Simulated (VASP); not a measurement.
Here is a VASP 6.6.1 calculation.

Contents of INCAR:

```
SYSTEM = Ba3Ti3CO9F4
  PREC = Accurate
  ENCUT = 520
  EDIFF = 1E-6
  ISMEAR = 0
  SIGMA = 0.05
  LREAL = Auto
  LASPH = .TRUE.
  NELM = 80
  ALGO = Normal
  ISIF = 2
  LWAVE = .FALSE.
  LCHARG = .FALSE.
  GGA = PS
  NBANDS = 92
```

Contents of KPOINTS:

```
regular mesh
0
G
  3 3 1
  0 0 0
```

The input POSCAR:

```
Ba3Ti3CO9F4
1.0
    5.6433910000      0.0000000000      0.0000000000
   -2.8216950000      4.9139330000      0.0000000000
    0.0000000000      0.0000000000     18.9026330000
Ba Ti O C F
3 3 9 1 4
Direct
    0.0000000000      0.0000000000      0.0529027000
    0.6604487706      0.3209292653      0.1865408617
    0.3253565676      0.6519359102      0.3264646109
    0.3250602000      0.6501204000      0.1166971000
    0.9943267337      0.9889966015      0.2479634135
    0.6558521256      0.3127601204      0.3767005231
    0.1586704928      0.3171107791      0.1525952815
    0.1587317161      0.8232013435      0.1482514315
    0.6644545024      0.8235286147      0.1482929215
    0.8275151249      0.6558129389      0.2837973650
    0.8252949615      0.1518955653      0.2856259966
    0.3264156590      0.1517235887      0.2856339327
    0.4978928952     -0.0034440827      0.4201807844
    0.4981651699      0.4762029634      0.4191706063
    0.9769903040      0.4767991328      0.4191682934
    0.5114733481      0.2225730442      0.6273258213
    0.7148545835      0.4517151796      0.6022719353
    0.2783014408      0.1692222853      0.5977176691
    0.5593501620      0.0190017337      0.6165390822
    0.4932162695      0.2503996029      0.6979944217
```

Potentials or basis: VASP PAW PBE potentials, release 64 (Ba_sv, Ti_sv, O, C, F).

Run with:

```console
$ cat potpaw_PBE.64/Ba_sv/POTCAR potpaw_PBE.64/Ti_sv/POTCAR potpaw_PBE.64/O/POTCAR potpaw_PBE.64/C/POTCAR potpaw_PBE.64/F/POTCAR > POTCAR
$ mpirun -np 1 vasp_std > vasp.out
```

(1) What does it give for the band gap on the k mesh?

(2) What does it give for the largest force?

Answers

(1) 0.04 eV (least direct gap 0.16 eV).

(2) 1.985 eV/Å.

Caveat: the k points lie up to 0.43 Å⁻¹ apart; there is no dipole correction, which matters where the two faces differ; the PAW data sets were made with another functional, which shifts forces and pressure a little; spin-orbit coupling is left out, which moves the levels of the heavy elements.
